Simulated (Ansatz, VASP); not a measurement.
**Two plane-wave programs on Si9O16**

```
CELL_PARAMETERS angstrom
-4.15200 -4.15200 0.00000
4.15200 -4.15200 0.00000
0.00000 0.00000 5.31800
ATOMIC_POSITIONS crystal
Si 0.51842 0.47630 0.00569
Si 0.00905 0.50587 0.24970
Si 0.51841 0.47626 0.49384
Si 0.03018 0.52248 0.74968
Si 0.97616 0.01823 0.01365
Si 0.47181 0.99102 0.24970
Si 0.97617 0.01829 0.48566
Si 0.61124 0.01724 0.74963
Si 0.30520 0.83687 0.74953
O 0.21248 0.47686 0.01238
O 0.98752 0.20984 0.24959
O 0.81846 0.50463 0.00016
O 0.98135 0.80405 0.24975
O 0.21247 0.47666 0.48704
O 0.99086 0.21036 0.74973
O 0.81846 0.50455 0.49927
O 0.88518 0.85715 0.74963
O 0.68643 0.02062 0.04358
O 0.50392 0.69003 0.24985
O 0.26389 0.99800 0.02546
O 0.50139 0.29731 0.24968
O 0.68652 0.02092 0.45575
O 0.51735 0.64021 0.74980
O 0.26386 0.99839 0.47381
O 0.52378 0.28549 0.74977
```

Alike in both runs: functional PBE; k mesh 2 × 2 × 2; occupations fermi-dirac, width 0.02 eV; no spin polarisation.

Ansatz relaxed the structure, and its values are those at the end. VASP's run is a single point on that final structure, the one shown.

|  | VASP | Ansatz |
| --- | --- | --- |
| version | VASP 6.6.1 | Ansatz 0.2.0 |
| potentials or method | VASP PAW PBE potentials, release 64 (Si, O), cutoff 520 eV | scalar-relativistic, plane waves, PAW |
| valence electrons in the cell | 132 | 132 |

VASP gave:

- gap on the k mesh at the Fermi level (eV): 2.44
- rms of the force components (eV/Å): 0.022

Task: Which values does Ansatz return?

Result: gap on the k mesh at the Fermi level (eV): 2.51; rms of the force components (eV/Å): 0.007.

With one functional, cell and mesh, what is left measures potentials, basis and numerics.

The k mesh is coarse, so the values compare programs but aren't converged.
